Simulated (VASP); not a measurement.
# Ta (Fd-3m) in VASP: settings compared

Ta is run at these levels: LDA, LDA+U; tasks: single point.

Everything below comes from runs of VASP 6.6.1. Logs are shortened: lines on timing, memory, paths and dates and some standing lists are left out, and cuts for length are marked.

## (1) The cell of the first run

It takes space group Fd-3m (No. 227, cubic). The conventional cell has a = 5.933 Å, b = 5.933 Å, c = 5.933 Å, α = 90.00°, β = 90.00°, γ = 90.00°. Ta (site symmetry -43m) has 4 Ta at 2.57 Å within 3.4 Å.

## (2) Single point, LDA

INCAR reads:

```
SYSTEM = Ta
PREC = Accurate
ENCUT = 520
EDIFF = 1E-7
ISMEAR = -1
SIGMA = 0.08
LREAL = .FALSE.
LASPH = .TRUE.
NELM = 100
ALGO = Normal
ISIF = 2
LWAVE = .FALSE.
LCHARG = .FALSE.
GGA = CA
NBANDS = 18
```

KPOINTS reads:

```
Automatic mesh
0
G
  13 13 13
  0 0 0
```

POSCAR reads:

```
Ta
1.0
    0.0000000000      2.9665721478      2.9665721478
    2.9665721478      0.0000000000      2.9665721478
    2.9665721478      2.9665721478      0.0000000000
Ta
2
Direct
   -0.1250000000     -0.1250000000     -0.1250000000
    0.1250000000      0.1250000000      0.1250000000
```

Potentials or basis: VASP PAW LDA potentials, release 64 (Ta_pv).

Launch:

```sh
$ cat potpaw_LDA.64/Ta_pv/POTCAR > POTCAR
$ mpirun -np 1 vasp_std > vasp.out
```

OUTCAR:

```text
SYSTEM = Ta
   PREC = Accurate
   ENCUT = 520
   EDIFF = 1E-7
   ISMEAR = -1
   LREAL = .FALSE.
   LASPH = .TRUE.
   NELM = 100
   ISIF = 2
   GGA = CA

 ion  position               nearest neighbor table
   1  0.875  0.875  0.875-   2 2.57   2 2.57   2 2.57   2 2.57
   2  0.125  0.125  0.125-   1 2.57   1 2.57   1 2.57   1 2.57

  LATTYP: Found a face centered cubic cell.
 ALAT       =     5.9331442956

  Lattice vectors:

 A1 = (   0.0000000000,   2.9665721478,   2.9665721478)
 A2 = (   2.9665721478,   0.0000000000,   2.9665721478)
 A3 = (   2.9665721478,   2.9665721478,   0.0000000000)

Analysis of symmetry for initial positions (statically):
=====================================================================
 Subroutine PRICEL returns:
 Original cell was already a primitive cell.

 Routine SETGRP: Setting up the symmetry group for a
 face centered cubic supercell.

 Subroutine GETGRP returns: Found 48 space group operations
 (whereof 12 operations were pure point group operations)
 out of a pool of 48 trial point group operations.

The static configuration has the point symmetry D_3d.
 The point group associated with its full space group is O_h .

Analysis of symmetry for dynamics (positions and initial velocities):
=====================================================================
 Subroutine PRICEL returns:
 Original cell was already a primitive cell.

 Routine SETGRP: Setting up the symmetry group for a
 face centered cubic supercell.

 Subroutine GETGRP returns: Found 48 space group operations
 (whereof 12 operations were pure point group operations)
 out of a pool of 48 trial point group operations.

The dynamic configuration has the point symmetry D_3d.
 The point group associated with its full space group is O_h .

 Subroutine INISYM returns: Found 48 space group operations
 (whereof 12 operations are pure point group operations),
 and found     1 'primitive' translations

----------------------------------------------------------------------------------------

                                     Primitive cell

  volume of cell :      52.2149

  direct lattice vectors                    reciprocal lattice vectors
     0.000000000  2.966572148  2.966572148    -0.168544696  0.168544696  0.168544696
     2.966572148  0.000000000  2.966572148     0.168544696 -0.168544696  0.168544696
     2.966572148  2.966572148  0.000000000     0.168544696  0.168544696 -0.168544696

  length of vectors
[... 75 lines left out ...]
   ICHARG =      2    charge: 1-file 2-atom 10-const
   ISPIN  =      1    spin polarized calculation?
   LNONCOLLINEAR =      F non collinear calculations
   LSORBIT =      F    spin-orbit coupling
   LASPH  =      T    aspherical Exc in radial PAW
   ENCUT  =  520.0 eV  38.22 Ry    6.18 a.u.   7.80  7.80  7.80*2*pi/ulx,y,z
   NELM   =    100;   NELMIN=  2; NELMDL= -5     # of ELM steps
   EDIFF  = 0.1E-06   stopping-criterion for ELM
   LREAL  =      F    real-space projection
   EDIFFG = 0.1E-05   stopping-criterion for IOM
   NSW    =      0    number of steps for IOM
   IBRION =     -1    ionic relax: 0-MD 1-quasi-New 2-CG
   NFREE  =      0    steps in history (QN), initial steepest desc. (CG)
   ISIF   =      2    stress and relaxation
   ISYM   =      2    0-nonsym 1-usesym 2-fastsym
   POTIM  = 0.5000    time-step for ionic-motion
   TEBEG  =    0.0;   TEEND  =   0.0 temperature during run
   PSTRESS=    0.0 pullay stress
   NELECT =      22.0000    total number of electrons
   NUPDOWN=      -1.0000    fix difference up-down
   EMIN   =  10.00;   EMAX   =-10.00  energy-range for DOS
   EFERMI =   0.00;   METHOD = LEGACY
   ISMEAR =    -1;   SIGMA  =   0.08  broadening in eV -4-tet -1-fermi 0-gaus
   EFERMI_NEDOS =   21; number of points for ismear=-14 and -15
   IALGO  =     38    algorithm
   IMIX   =      4    mixing-type and parameters
     AMIX     =   0.40;   BMIX     =  1.00
     AMIX_MAG =   1.60;   BMIX_MAG =  1.00
  volume/ion in A,a.u.               =      26.11       176.18
  Fermi-wavevector in a.u.,A,eV,Ry     =   1.227300  2.319261 20.493991  1.506266
  Thomas-Fermi vector in A             =   2.362269
   LORBIT       =      0    0 simple, 1 ext, 2 COOP (PROOUT), +10 PAW based schemes
   GGA     = CA    functional components
   LHFCALC =     F    Hartree Fock is set to
   AEXX    =    0.0000 exact exchange contribution
   IVDW    =     0    specifies the selected vdW correction
   LEPSILON=     F    determine dielectric tensor
   LRPA    =     F    only Hartree local field effects (RPA)
 non-spin polarized calculation
  energy-cutoff  :      520.00
  volume of cell :       52.21
 maximum number of plane-waves:      1422
   NGX = 15   NGY = 15   NGZ = 15

 number of electron      22.0000000 magnetization

 Free energy of the ion-electron system (eV)
  ---------------------------------------------------
  ext. energy  EPLUGINS =         0.00000000
  ---------------------------------------------------
  free energy    TOTEN  =       -19.71698623 eV

  energy without entropy =      -19.63900230  energy(sigma->0) =      -19.67799426

 E-fermi :   2.3542     XC(G=0): -10.5842

 val. band max:        2.3484657358   @ k =   0.3077   0.2308   0.0000
 cond. band min:       2.3650029117   @ k =  -0.3846   0.0769   0.0000
 fundamental gap:      0.0165371759
 Fermi energy:         2.3542281971

 k-point     1 :       0.0000    0.0000    0.0000
  band No.  band energies     occupation
      1     -31.6211      2.00000
      2     -31.6211      2.00000
      3     -31.6211      2.00000
      4     -30.6098      2.00000
      5     -30.6098      2.00000
      6     -30.6098      2.00000
[... 481 lines left out ...]
      5     -30.4569      2.00000
      6     -30.4254      2.00000
[... 10 lines left out ...]
     17       7.9978      0.00000
     18       8.2492      0.00000

 [... further k-points ...]
[... 5 lines left out ...]
  --------------------------------------------------------------------------------------
  -------------------------------------------------------------------------------------
  Total        0.0840405      0.0840405      0.0840405     -0.0000000      0.0000000      0.0000000
  in kB        2.5787202      2.5787202      2.5787202     -0.0000000      0.0000000      0.0000000
  external PRESSURE =       2.5787202 kB  Pullay stress =       0.0000000 kB

 VOLUME and BASIS-vectors are now :
 -----------------------------------------------------------------------------
  energy-cutoff  :      520.00
  volume of cell :       52.21
      direct lattice vectors                 reciprocal lattice vectors
     0.000000000  2.966572148  2.966572148    -0.168544696  0.168544696  0.168544696
     2.966572148  0.000000000  2.966572148     0.168544696 -0.168544696  0.168544696
     2.966572148  2.966572148  0.000000000     0.168544696  0.168544696 -0.168544696

 POSITION                                       TOTAL-FORCE (eV/Angst)
 -----------------------------------------------------------------------------------
      5.19150      5.19150      5.19150        -0.000000      0.000000     -0.000000
      0.74164      0.74164      0.74164         0.000000     -0.000000      0.000000
 -----------------------------------------------------------------------------------
    total drift:                                0.000000      0.000000     -0.000000

  FREE ENERGIE OF THE ION-ELECTRON SYSTEM (eV)
  ---------------------------------------------------
  free  energy   TOTEN  =       -19.7169862294 eV

  energy  without entropy=      -19.6390022967  energy(sigma->0) =      -19.67799426
```

stdout:

```text
POSCAR found type information on POSCAR Ta
 POSCAR found :  1 types and       2 ions
 scaLAPACK will be used
 LDA part: xc-table for (Slater(with rela. corr.)+CA(PZ))
 , standard interpolation
 POSCAR, INCAR and KPOINTS ok, starting setup
 FFT: planning ... GRIDC
 FFT: planning ... GRID_SOFT
 FFT: planning ... GRID
 WAVECAR not read
 entering main loop
```

It took 18 s on 1 thread of Intel Xeon 6975P-C (Granite Rapids), shared host; peak memory 0.19 GiB.

Results:

```yaml
Free_energy: -19.7170 eV
Pressure: 0.3 GPa
Band_gap_on_the_k_mesh: zero (band 11 reaches 2.76 eV, above the bottom of band 12 at 1.96 eV)
```

Levels at points of the mesh, in eV from the Fermi level:
| k point | band 9 | band 10 | band 11 | band 12 | band 13 | band 14 |
| --- | --- | --- | --- | --- | --- | --- |
| (0.00, 0.00, 0.00) | -1.21 | -0.30 | -0.30 | -0.30 | 2.15 | 2.15 |

Caveat: spin-orbit coupling is left out, which moves the levels of the heavy elements.

## (3) Single point, LDA

INCAR reads:

```
PREC = Accurate
ENCUT = 520
EDIFF = 1E-6
ISMEAR = 1
SIGMA = 0.05
LREAL = False
LASPH = True
NELM = 100
ALGO = Normal
ISIF = 2
LWAVE = False
LCHARG = False
NBANDS = 18
```

KPOINTS reads:

```
Automatic mesh
0
Gamma
  13 13 13
```

POSCAR is that of step 2.

Potentials or basis: VASP PAW LDA potentials, release 64 (Ta_pv).

Launch:

```sh
$ cat potpaw_LDA.64/Ta_pv/POTCAR > POTCAR
$ mpirun -np 1 vasp_std > vasp.out
```

Run time: 17 s. Hardware: 1 thread of Intel Xeon 6975P-C (Granite Rapids), shared host; peak memory 0.19 GiB.

Results (log left out):

```
Free energy            : -19.6796 eV
Pressure               : 0.3 GPa
Band gap on the k mesh : zero (band 11 reaches 2.77 eV, above the bottom of band 12 at 1.96 eV)
```

Levels at points of the mesh, in eV from the Fermi level:
```tsv
k point	band 7	band 8	band 9	band 10	band 11	band 12	band 13	band 14	band 15	band 16
(0.00, 0.00, 0.00)	-5.75	-1.19	-1.19	-0.27	-0.27	-0.27	2.17	2.17	2.17	6.33
```

Caveat: spin-orbit coupling is left out, which moves the levels of the heavy elements.

## (4) Single point, LDA+U

This run uses another cell than the first one, of 19.58 Å³/atom, 0.750 times its volume.

INCAR reads:

```
SYSTEM = Ta
ALGO     = Normal         ! electronic algorithm
EDIFF    = 1E-6           ! SCF threshold, eV
ENCUT    = 520            ! plane-wave cutoff, eV
ISIF     = 2              ! what is computed and relaxed
ISMEAR   = -1             ! smearing method
LASPH    = .True.         ! aspherical terms in the spheres
LCHARG   = .False.        ! write CHGCAR
LDAU     = .True.         ! DFT+U
LDAUJ    = 0            
LDAUL    = 2              ! shell
LDAUPRINT= 1            
LDAUTYPE = 2            
LDAUU    = 2              ! U, eV
LMAXMIX  = 4              ! l up to which the mixer works
LREAL    = .False.        ! projectors in reciprocal space
LWAVE    = .False.        ! write WAVECAR
NBANDS   = 18             ! bands
NELM     = 150            ! most SCF steps
PREC     = Accurate       ! precision mode
SIGMA    = 0.08           ! smearing width, eV
```

KPOINTS reads:

```
k-points
0
Gamma
  13 13 13
  0 0 0
```

POSCAR reads:

```
Ta
1.0
    0.0000000000      2.6953096699      2.6953096699
    2.6953096699      0.0000000000      2.6953096699
    2.6953096699      2.6953096699      0.0000000000
Ta
2
Direct
   -0.1250000000     -0.1250000000     -0.1250000000
    0.1250000000      0.1250000000      0.1250000000
```

Potentials or basis: VASP PAW LDA potentials, release 64 (Ta_pv).

Launch:

```sh
$ cat potpaw_LDA.64/Ta_pv/POTCAR > POTCAR
$ mpirun -np 1 vasp_std > vasp.out
```

OUTCAR:

```text
SYSTEM = Ta
   EDIFF = 1E-6
   ENCUT = 520
   ISIF = 2
   ISMEAR = -1
   LASPH = .True.
   LREAL = .False.
   NELM = 150
   PREC = Accurate

 ion  position               nearest neighbor table
   1  0.875  0.875  0.875-   2 2.33   2 2.33   2 2.33   2 2.33
   2  0.125  0.125  0.125-   1 2.33   1 2.33   1 2.33   1 2.33

  LATTYP: Found a face centered cubic cell.
 ALAT       =     5.3906193398

  Lattice vectors:

 A1 = (   0.0000000000,   2.6953096699,   2.6953096699)
 A2 = (   2.6953096699,   0.0000000000,   2.6953096699)
 A3 = (   2.6953096699,   2.6953096699,   0.0000000000)

Analysis of symmetry for initial positions (statically):
=====================================================================
 Subroutine PRICEL returns:
 Original cell was already a primitive cell.

 Routine SETGRP: Setting up the symmetry group for a
 face centered cubic supercell.

 Subroutine GETGRP returns: Found 48 space group operations
 (whereof 12 operations were pure point group operations)
 out of a pool of 48 trial point group operations.

The static configuration has the point symmetry D_3d.
 The point group associated with its full space group is O_h .

Analysis of symmetry for dynamics (positions and initial velocities):
=====================================================================
 Subroutine PRICEL returns:
 Original cell was already a primitive cell.

 Routine SETGRP: Setting up the symmetry group for a
 face centered cubic supercell.

 Subroutine GETGRP returns: Found 48 space group operations
[... 201 lines left out ...]
  o =  0.2745  v =  0.0000  0.0000  0.0000  0.0000  0.0000  0.0000 -0.0000  0.5289  0.0000 -0.8487      0.0000  0.0000  0.0000  0.0000  0.0000  0.0000  0.0000  0.0000  0.0000  0.0000
  o =  0.2745  v =  0.0000 -0.0000  0.8487 -0.0000  0.5289  0.0000  0.0000  0.0000  0.0000  0.0000      0.0000  0.0000  0.0000  0.0000  0.0000  0.0000  0.0000  0.0000  0.0000  0.0000
  o =  0.2745  v =  0.0000  0.0000  0.0000  0.0000  0.0000  0.0000 -0.0000  0.8487 -0.0000  0.5289      0.0000  0.0000  0.0000  0.0000  0.0000  0.0000  0.0000  0.0000  0.0000  0.0000
  o =  0.3366  v =  0.0000  0.0000  0.0000  0.0000  0.0000  1.0000  0.0000  0.0000  0.0000  0.0000      0.0000  0.0000  0.0000  0.0000  0.0000  0.0000  0.0000  0.0000  0.0000  0.0000
  o =  0.3366  v =  1.0000  0.0000  0.0000  0.0000  0.0000  0.0000  0.0000  0.0000  0.0000  0.0000      0.0000  0.0000  0.0000  0.0000  0.0000  0.0000  0.0000  0.0000  0.0000  0.0000
  o =  0.3366  v =  0.0000  0.0000  0.0000  0.0000  0.0000  0.0000  0.5009  0.0000 -0.8655 -0.0000      0.0000  0.0000  0.0000  0.0000  0.0000  0.0000  0.0000  0.0000  0.0000  0.0000
  o =  0.3366  v =  0.0000  0.5009  0.0000 -0.8655 -0.0000  0.0000  0.0000  0.0000  0.0000  0.0000      0.0000  0.0000  0.0000  0.0000  0.0000  0.0000  0.0000  0.0000  0.0000  0.0000
  o =  0.3366  v =  0.0000 -0.8655 -0.0000 -0.5009 -0.0000  0.0000  0.0000  0.0000  0.0000  0.0000      0.0000  0.0000  0.0000  0.0000  0.0000  0.0000  0.0000  0.0000  0.0000  0.0000
  o =  0.3366  v =  0.0000  0.0000  0.0000  0.0000  0.0000  0.0000 -0.8655 -0.0000 -0.5009 -0.0000      0.0000  0.0000  0.0000  0.0000  0.0000  0.0000  0.0000  0.0000  0.0000  0.0000

 number of electron      22.0000005 magnetization

 Free energy of the ion-electron system (eV)
  ---------------------------------------------------
  ext. energy  EPLUGINS =         0.00000000
  ---------------------------------------------------
  free energy    TOTEN  =       -14.11918907 eV

  energy without entropy =      -14.05838751  energy(sigma->0) =      -14.08878829

 E-fermi :   4.7417     XC(G=0): -11.9578

 val. band max:        4.7317831193   @ k =  -0.4615   0.3846   0.1538
 cond. band min:       4.7438691300   @ k =  -0.3846   0.3077   0.0000
 fundamental gap:      0.0120860107
 Fermi energy:         4.7417423441

 k-point     1 :       0.0000    0.0000    0.0000
  band No.  band energies     occupation
      1     -30.0898      2.00000
      2     -30.0898      2.00000
      3     -30.0898      2.00000
      4     -28.0614      2.00000
      5     -28.0614      2.00000
      6     -28.0614      2.00000
[... 481 lines left out ...]
      5     -27.6922      2.00000
      6     -27.6134      2.00000
[... 10 lines left out ...]
     17      11.9365      0.00000
     18      12.0905      0.00000

 [... further k-points ...]
[... 5 lines left out ...]
  --------------------------------------------------------------------------------------
  -------------------------------------------------------------------------------------
  Total       11.3226069     11.3226069     11.3226069     -0.0000000     -0.0000000      0.0000000
  in kB      463.2346171    463.2346171    463.2346171     -0.0000000     -0.0000000      0.0000000
  external PRESSURE =     463.2346171 kB  Pullay stress =       0.0000000 kB

 VOLUME and BASIS-vectors are now :
 -----------------------------------------------------------------------------
  energy-cutoff  :      520.00
  volume of cell :       39.16
      direct lattice vectors                 reciprocal lattice vectors
     0.000000000  2.695309670  2.695309670    -0.185507441  0.185507441  0.185507441
     2.695309670  0.000000000  2.695309670     0.185507441 -0.185507441  0.185507441
     2.695309670  2.695309670  0.000000000     0.185507441  0.185507441 -0.185507441

 POSITION                                       TOTAL-FORCE (eV/Angst)
 -----------------------------------------------------------------------------------
      4.71679      4.71679      4.71679        -0.000000     -0.000000     -0.000000
      0.67383      0.67383      0.67383         0.000000      0.000000      0.000000
 -----------------------------------------------------------------------------------
    total drift:                                0.000000     -0.000000     -0.000000

  FREE ENERGIE OF THE ION-ELECTRON SYSTEM (eV)
  ---------------------------------------------------
  free  energy   TOTEN  =       -14.1191890685 eV

  energy  without entropy=      -14.0583875054  energy(sigma->0) =      -14.08878829
```

OSZICAR:

```text
N       E                     dE             d eps       ncg     rms          rms(c)
DAV:   1     0.183589756383E+03    0.18359E+03   -0.12825E+04  3024   0.125E+03
DAV:   2    -0.971317760290E+01   -0.19330E+03   -0.18940E+03  3636   0.355E+02
DAV:   3    -0.143065175513E+02   -0.45933E+01   -0.45012E+01  3724   0.520E+01
DAV:   4    -0.143432217364E+02   -0.36704E-01   -0.36655E-01  3538   0.487E+00
DAV:   5    -0.143435756407E+02   -0.35390E-03   -0.35383E-03  3634   0.437E-01    0.226E+01
DAV:   6    -0.141821936521E+02    0.16138E+00   -0.10395E-01  3716   0.271E+00    0.129E+01
DAV:   7    -0.141199316570E+02    0.62262E-01   -0.10898E-01  3522   0.282E+00    0.590E-01
DAV:   8    -0.141191527683E+02    0.77889E-03   -0.86376E-03  3284   0.713E-01    0.987E-02
DAV:   9    -0.141191929787E+02   -0.40210E-04   -0.15763E-04  3800   0.901E-02    0.401E-02
DAV:  10    -0.141191890558E+02    0.39228E-05   -0.82322E-06  3320   0.244E-02    0.524E-03
DAV:  11    -0.141191890685E+02   -0.12630E-07   -0.44323E-07  1768   0.606E-03
   1 F= -.14119189E+02 E0= -.14088788E+02  d E =-.608016E-01
```

stdout:

```text
POSCAR found type information on POSCAR Ta
 POSCAR found :  1 types and       2 ions
 scaLAPACK will be used
 LDA part: xc-table for (Slater(with rela. corr.)+CA(PZ))
 , standard interpolation
 POSCAR, INCAR and KPOINTS ok, starting setup
 FFT: planning ... GRIDC
 FFT: planning ... GRID_SOFT
 FFT: planning ... GRID
 WAVECAR not read
 entering main loop
```

It took 16 s on 1 thread of Intel Xeon 6975P-C (Granite Rapids), shared host; peak memory 0.17 GiB.

What came out:

| Quantity | Value |
| --- | --- |
| Free energy | -14.1192 eV |
| Pressure | 46.3 GPa |
| Band gap on the k mesh | zero (band 11 reaches 5.20 eV, above the bottom of band 12 at 3.84 eV) |

Levels at points of the mesh, in eV from the Fermi level:
| k point | band 9 | band 10 | band 11 | band 12 | band 13 | band 14 |
| --- | --- | --- | --- | --- | --- | --- |
| (0.00, 0.00, 0.00) | -2.27 | -0.50 | -0.50 | -0.50 | 2.67 | 2.67 |

Eigenvalues of the final occupation matrices:
| site | spin | trace | eigenvalues |
| --- | --- | --- | --- |
| site 1 d | 1 | 1.56 | 0.27 0.27 0.34 0.34 0.34 |
| site 1 d | 2 | 1.56 | 0.27 0.27 0.34 0.34 0.34 |
| site 2 d | 1 | 1.56 | 0.27 0.27 0.34 0.34 0.34 |
| site 2 d | 2 | 1.56 | 0.27 0.27 0.34 0.34 0.34 |

Caveat: spin-orbit coupling is left out, which moves the levels of the heavy elements; U without spin polarisation on a metal has little footing; the U is typed as a test and isn't derived for this compound.

## (5) Overview

```csv
level,U,cell,smearing,gap on the mesh (eV),pressure (GPa)
LDA,-,"a = 4.195 Å, angles 60.0°, 2 atoms",fermi-dirac 0.08 eV,none,0.3
LDA,-,"a = 4.195 Å, angles 60.0°, 2 atoms",methfessel-paxton 0.05 eV,none,0.3
LDA+U,Ta d U = 2.0 eV,"a = 3.812 Å, angles 60.0°, 2 atoms",fermi-dirac 0.08 eV,none,46.3
```

Alike in all rows: task single point; potentials or basis VASP PAW LDA potentials, release 64 (Ta_pv); no spin polarisation; k mesh 13 × 13 × 13; cutoff (eV) 520.

Caveats: spin-orbit coupling is left out, which moves the levels of the heavy elements; U without spin polarisation on a metal has little footing (some runs); the U is typed as a test and isn't derived for this compound (some runs).

Total energies depend on the potentials used, so only differences within one code and one set of settings carry meaning.
